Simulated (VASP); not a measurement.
# In (C2/c) in VASP: single point with RPBE

Aim: the single point of In with RPBE.

Program: VASP 6.6.1. These are calculated values, not measurements. Logs are shortened: lines on timing, memory, paths and dates and some standing lists are left out, and cuts for length are marked.

## 1. The cell of the first run

It takes space group C2/c (No. 15, monoclinic). Conventional cell: a = 3.286 Å, b = 11.312 Å, c = 3.471 Å, α = 90.00°, β = 116.46°, γ = 90.00°. Within 4.3 Å of In (site symmetry 2) lie 14 In at 3.29 to 4.10 Å.

## 2. Single point, RPBE

File INCAR:

```
PREC = Accurate
ENCUT = 520
EDIFF = 1E-7
ISMEAR = -1
SIGMA = 0.1
LREAL = F
LASPH = T
NELM = 80
ALGO = Normal
ISIF = 2
LWAVE = F
LCHARG = F
GGA = RP
NBANDS = 20
KPAR = 4
```

File KPOINTS:

```
Automatic mesh
0
Gamma
  18 18 17
```

File POSCAR:

```
In
1.0
   -4.0146471961      3.9842416709      1.6428820006
    3.9842416709     -4.0146471961      1.6428820006
    2.2134537028      2.2134537028     -1.6985697758
In
2
Direct
    0.9990946252      0.0009053748      1.0000000000
    0.7509053748      0.2490946252      0.5000000000
```

Potentials or basis: VASP PAW PBE potentials, release 64 (In_d).

The run is started by

```
$ cat potpaw_PBE.64/In_d/POTCAR > POTCAR
$ mpirun -np 4 vasp_std > vasp.out
```

OUTCAR:

```text
PREC = Accurate
   ENCUT = 520
   EDIFF = 1E-7
   ISMEAR = -1
   LREAL = F
   LASPH = T
   NELM = 80
   ISIF = 2
   GGA = RP

 ion  position               nearest neighbor table
   1  0.999  0.001  0.000-   2 3.32   2 3.32   2 3.34   2 3.34   2 4.02   2 4.02
   2  0.751  0.249  0.500-   1 3.32   1 3.32   1 3.34   1 3.34   1 4.02   1 4.02

  Warning from LATTYP: Got some problem with cell dimensions!
  Tried to take original basis but could not verify dimensions!
  LATTYP: Found a base centered monoclinic cell.
 ALAT       =     3.2860453532
 B/A-ratio  =     3.4424774778
 C/A-ratio  =     1.0564051205
 COS(beta)  =    -0.4455439712

  Lattice vectors:

 A1 = (   4.0146471961,  -3.9842416709,  -1.6428820006)
 A2 = (  -3.9842416709,   4.0146471961,  -1.6428820006)
 A3 = (   2.1830481776,   2.1830481776,   1.5871942254)

Analysis of symmetry for initial positions (statically):
=====================================================================
 Subroutine PRICEL returns:
 Original cell was already a primitive cell.

 Routine SETGRP: Setting up the symmetry group for a
 base centered monoclinic supercell.

 Subroutine GETGRP returns: Found  4 space group operations
 (whereof  2 operations were pure point group operations)
 out of a pool of  4 trial point group operations.

The static configuration has the point symmetry C_2 .
 The point group associated with its full space group is C_2h.

Analysis of symmetry for dynamics (positions and initial velocities):
=====================================================================
 Subroutine PRICEL returns:
 Original cell was already a primitive cell.

 Routine SETGRP: Setting up the symmetry group for a
 base centered monoclinic supercell.

 Subroutine GETGRP returns: Found  4 space group operations
 (whereof  2 operations were pure point group operations)
 out of a pool of  4 trial point group operations.

The dynamic configuration has the point symmetry C_2 .
 The point group associated with its full space group is C_2h.

 Subroutine INISYM returns: Found  4 space group operations
 (whereof  2 operations are pure point group operations),
 and found     1 'primitive' translations

----------------------------------------------------------------------------------------

                                     Primitive cell

  volume of cell :      57.7619

  direct lattice vectors                    reciprocal lattice vectors
    -4.014647196  3.984241671  1.642882001     0.055100596  0.180117959  0.306519867
     3.984241671 -4.014647196  1.642882001     0.180117959  0.055100596  0.306519867
     2.213453703  2.213453703 -1.698569776     0.227506892  0.227506892  0.004210568

  length of vectors
     5.889875641  5.889875641  3.561445475     0.359767958  0.359767958  0.321770882

  position of ions in fractional coordinates (direct lattice)
     0.999094625  0.000905375  0.000000000
     0.750905375  0.249094625  0.500000000

  ion indices of the primitive-cell ions
   primitive index   ion index
                 1           1
                 2           2

----------------------------------------------------------------------------------------

 KPOINTS: Automatic mesh

Automatic generation of k-mesh.
 Grid dimensions read from file:
 generate k-points for:   18   18   17

 Generating k-lattice:

  Cartesian coordinates                     Fractional coordinates (reciprocal lattice)
     0.003061144  0.010006553  0.017028881     0.055555556 -0.000000000  0.000000000
     0.010006553  0.003061144  0.017028881    -0.000000000  0.055555556  0.000000000
     0.013382758  0.013382758  0.000247680     0.000000000  0.000000000  0.058823529

  Length of vectors
     0.019987109  0.019987109  0.018927699

  Shift w.r.t. Gamma in fractional coordinates (k-lattice)
     0.000000000  0.000000000  0.000000000

 Subroutine IBZKPT returns following result:
 ===========================================

 Found   1459 irreducible k-points:

 Following reciprocal coordinates:
            Coordinates               Weight
  0.000000  0.000000  0.000000      1.000000
  0.055556  0.000000 -0.000000      4.000000
  0.111111  0.000000 -0.000000      4.000000
  0.166667  0.000000  0.000000      4.000000
  0.222222  0.000000 -0.000000      4.000000
  0.277778  0.000000  0.000000      4.000000
[... 16 lines left out ...]
 -0.277778  0.055556 -0.000000      4.000000
 -0.222222  0.055556  0.000000      4.000000
 [... further k-points ...]
   k-points           NKPTS =   1459   k-points in BZ     NKDIM =   1459   number of bands    NBANDS=     20
   number of dos      NEDOS =    301   number of ions     NIONS =      2
   total plane-waves  NPLWV =  64512
   dimension x,y,z NGX =    48 NGY =   48 NGZ =   28
   dimension x,y,z NGXF=    96 NGYF=   96 NGZF=   56
   ions per type =               2
   NGX,Y,Z   is equivalent  to a cutoff of  13.55, 13.55, 13.07 a.u.
   NGXF,Y,Z  is equivalent  to a cutoff of  27.10, 27.10, 26.14 a.u.
 SYSTEM =  unknown system
   PREC   = accura    normal or accurate (medium, high low for compatibility)
   ISTART =      0    job   : 0-new  1-cont  2-samecut
   ICHARG =      2    charge: 1-file 2-atom 10-const
   ISPIN  =      1    spin polarized calculation?
   LNONCOLLINEAR =      F non collinear calculations
   LSORBIT =      F    spin-orbit coupling
   LASPH  =      T    aspherical Exc in radial PAW
   ENCUT  =  520.0 eV  38.22 Ry    6.18 a.u.  10.95 10.95  6.62*2*pi/ulx,y,z
   NELM   =     80;   NELMIN=  2; NELMDL= -5     # of ELM steps
   EDIFF  = 0.1E-06   stopping-criterion for ELM
   LREAL  =      F    real-space projection
   EDIFFG = 0.1E-05   stopping-criterion for IOM
   NSW    =      0    number of steps for IOM
   IBRION =     -1    ionic relax: 0-MD 1-quasi-New 2-CG
   NFREE  =      0    steps in history (QN), initial steepest desc. (CG)
   ISIF   =      2    stress and relaxation
   ISYM   =      2    0-nonsym 1-usesym 2-fastsym
   POTIM  = 0.5000    time-step for ionic-motion
   TEBEG  =    0.0;   TEEND  =   0.0 temperature during run
   PSTRESS=    0.0 pullay stress
   NELECT =      26.0000    total number of electrons
   NUPDOWN=      -1.0000    fix difference up-down
   EMIN   =  10.00;   EMAX   =-10.00  energy-range for DOS
   EFERMI =   0.00;   METHOD = LEGACY
   ISMEAR =    -1;   SIGMA  =   0.10  broadening in eV -4-tet -1-fermi 0-gaus
   EFERMI_NEDOS =   21; number of points for ismear=-14 and -15
   IALGO  =     38    algorithm
   IMIX   =      4    mixing-type and parameters
     AMIX     =   0.40;   BMIX     =  1.00
     AMIX_MAG =   1.60;   BMIX_MAG =  1.00
  volume/ion in A,a.u.               =      28.88       194.90
  Fermi-wavevector in a.u.,A,eV,Ry     =   1.254639  2.370924 21.417190  1.574119
  Thomas-Fermi vector in A             =   2.388434
   LORBIT       =      0    0 simple, 1 ext, 2 COOP (PROOUT), +10 PAW based schemes
   GGA     = RP    functional components
   LHFCALC =     F    Hartree Fock is set to
   AEXX    =    0.0000 exact exchange contribution
   IVDW    =     0    specifies the selected vdW correction
   LEPSILON=     F    determine dielectric tensor
   LRPA    =     F    only Hartree local field effects (RPA)
 non-spin polarized calculation
  energy-cutoff  :      520.00
  volume of cell :       57.76
 maximum number of plane-waves:      1578
 NGX is ok and might be reduce to    48
   NGX = 21   NGY = 21   NGZ = 13

 number of electron      26.0000004 magnetization

 Free energy of the ion-electron system (eV)
  ---------------------------------------------------
  ext. energy  EPLUGINS =         0.00000000
  ---------------------------------------------------
  free energy    TOTEN  =        -4.39758951 eV

  energy without entropy =       -4.36352187  energy(sigma->0) =       -4.38055569

 E-fermi :   6.5604     XC(G=0):  -9.6891

 val. band max:        6.5573781704   @ k =  -0.1111  -0.3889   0.2941
 cond. band min:       6.5606744574   @ k =  -0.2778   0.0556   0.4118
 fundamental gap:      0.0032962870
 Fermi energy:         6.5603894555

 k-point     1 :       0.0000    0.0000    0.0000
  band No.  band energies     occupation
      1      -8.1235      2.00000
      2      -8.0917      2.00000
      3      -8.0529      2.00000
      4      -8.0085      2.00000
      5      -7.9935      2.00000
      6      -7.9422      2.00000
[... 12 lines left out ...]
     19      16.7156      0.00000
     20      18.4325      0.00000

 k-point     2 :       0.0556    0.0000   -0.0000
  band No.  band energies     occupation
      1      -8.1158      2.00000
      2      -8.0850      2.00000
      3      -8.0487      2.00000
      4      -8.0055      2.00000
      5      -7.9887      2.00000
      6      -7.9452      2.00000
[... 12 lines left out ...]
     19      16.7995      0.00000
     20      17.5249      0.00000

 k-point     3 :       0.1111    0.0000   -0.0000
  band No.  band energies     occupation
      1      -8.0947      2.00000
      2      -8.0702      2.00000
      3      -8.0378      2.00000
      4      -7.9947      2.00000
      5      -7.9755      2.00000
      6      -7.9518      2.00000
[... 12 lines left out ...]
     19      16.6352      0.00000
     20      17.4439      0.00000

 k-point     4 :       0.1667    0.0000    0.0000
  band No.  band energies     occupation
      1      -8.0682      2.00000
      2      -8.0618      2.00000
      3      -8.0218      2.00000
      4      -7.9856      2.00000
      5      -7.9589      2.00000
      6      -7.9547      2.00000
[... 12 lines left out ...]
     19      16.3598      0.00000
     20      16.9233      0.00000

 k-point     5 :       0.2222    0.0000   -0.0000
  band No.  band energies     occupation
      1      -8.0719      2.00000
      2      -8.0432      2.00000
      3      -8.0175      2.00000
      4      -7.9921      2.00000
      5      -7.9515      2.00000
      6      -7.9288      2.00000
[... 12 lines left out ...]
     19      16.1083      0.00000
     20      16.5644      0.00000

 k-point     6 :       0.2778    0.0000    0.0000
  band No.  band energies     occupation
      1      -8.0887      2.00000
      2      -8.0396      2.00000
      3      -8.0287      2.00000
      4      -8.0054      2.00000
      5      -7.9560      2.00000
      6      -7.9033      2.00000
[... 12 lines left out ...]
     19      15.7416      0.00000
     20      16.4223      0.00000

 k-point     7 :       0.3333    0.0000    0.0000
  band No.  band energies     occupation
      1      -8.1082      2.00000
      2      -8.0579      2.00000
      3      -8.0349      2.00000
      4      -8.0263      2.00000
      5      -7.9643      2.00000
      6      -7.8887      2.00000
[... 12 lines left out ...]
     19      15.2897      0.00000
     20      16.0900      0.00000
[... 277 lines left out ...]
 k-point    20 :      -0.4444    0.0556    0.0000
  band No.  band energies     occupation
      1      -8.1254      2.00000
      2      -8.0820      2.00000
      3      -8.0593      2.00000
      4      -8.0241      2.00000
      5      -7.9766      2.00000
      6      -7.8588      2.00000
[... 12 lines left out ...]
     19      14.2759      0.00000
     20      15.4283      0.00000

 k-point    21 :      -0.3889    0.0556   -0.0000
  band No.  band energies     occupation
      1      -8.1081      2.00000
      2      -8.0664      2.00000
      3      -8.0361      2.00000
      4      -8.0213      2.00000
      5      -7.9668      2.00000
      6      -7.8765      2.00000
[... 12 lines left out ...]
     19      15.1273      0.00000
     20      15.7256      0.00000

 k-point    22 :      -0.3333    0.0556   -0.0000
  band No.  band energies     occupation
      1      -8.0885      2.00000
      2      -8.0501      2.00000
      3      -8.0242      2.00000
      4      -8.0052      2.00000
      5      -7.9581      2.00000
      6      -7.8975      2.00000
[... 12 lines left out ...]
     19      15.6163      0.00000
     20      15.9384      0.00000

 k-point    23 :      -0.2778    0.0556   -0.0000
  band No.  band energies     occupation
      1      -8.0718      2.00000
      2      -8.0467      2.00000
      3      -8.0187      2.00000
      4      -7.9928      2.00000
      5      -7.9519      2.00000
      6      -7.9274      2.00000
[... 12 lines left out ...]
     19      15.8134      0.00000
     20      16.2456      0.00000

 k-point    24 :      -0.2222    0.0556    0.0000
  band No.  band energies     occupation
      1      -8.0700      2.00000
      2      -8.0594      2.00000
      3      -8.0215      2.00000
      4      -7.9951      2.00000
      5      -7.9599      2.00000
      6      -7.9485      2.00000
[... 12 lines left out ...]
     19      16.0516      0.00000
     20      16.7193      0.00000

 [... further k-points ...]

------------------------ aborting loop because EDIFF is reached ----------------------------------------

  FORCE on cell =-STRESS in cart. coord.  units (eV):
  Direction    XX          YY          ZZ          XY          YZ          ZX
  --------------------------------------------------------------------------------------
  -------------------------------------------------------------------------------------
  Total       -0.0221926     -0.0221926      0.0746223     -0.0755353      0.0192144      0.0192145
  in kB       -0.6155685     -0.6155685      2.0698449     -2.0951702      0.5329627      0.5329634
  external PRESSURE =       0.2795693 kB  Pullay stress =       0.0000000 kB

 VOLUME and BASIS-vectors are now :
 -----------------------------------------------------------------------------
  energy-cutoff  :      520.00
  volume of cell :       57.76
      direct lattice vectors                 reciprocal lattice vectors
    -4.014647196  3.984241671  1.642882001     0.055100596  0.180117959  0.306519867
     3.984241671 -4.014647196  1.642882001     0.180117959  0.055100596  0.306519867
     2.213453703  2.213453703 -1.698569776     0.227506892  0.227506892  0.004210568

 POSITION                                       TOTAL-FORCE (eV/Angst)
 -----------------------------------------------------------------------------------
     -4.00741      3.97700      1.64288        -0.012411      0.012411     -0.000000
     -0.91544      3.09849      0.79360         0.012411     -0.012411      0.000000
 -----------------------------------------------------------------------------------
    total drift:                               -0.000000      0.000000     -0.000000

  FREE ENERGIE OF THE ION-ELECTRON SYSTEM (eV)
  ---------------------------------------------------
  free  energy   TOTEN  =        -4.3975895059 eV

  energy  without entropy=       -4.3635218745  energy(sigma->0) =       -4.38055569
```

Run time: 18 min. Hardware: 4 MPI ranks of Oxide Virtual Turin-like, shared host; peak memory 1.3 GiB.

What came out:

| Quantity | Value |
| --- | --- |
| Free energy | -4.3976 eV |
| Pressure | 0.0 GPa |
| Largest force | 0.018 eV/Å |
| Band gap on the k mesh | zero (bands 13 and 14 overlap by 6.10 eV) |

Forces in eV/Å, atoms in the order of the input:
```
In  -0.012  0.012  0.000
In   0.012 -0.012  0.000
```

Stress tensor (GPa, compression positive):
```
-0.06 -0.21  0.05
-0.21 -0.06  0.05
 0.05  0.05  0.21
```

Caveat: the PAW data sets were made with another functional, which shifts forces and pressure a little; spin-orbit coupling is left out, which moves the levels of the heavy elements.
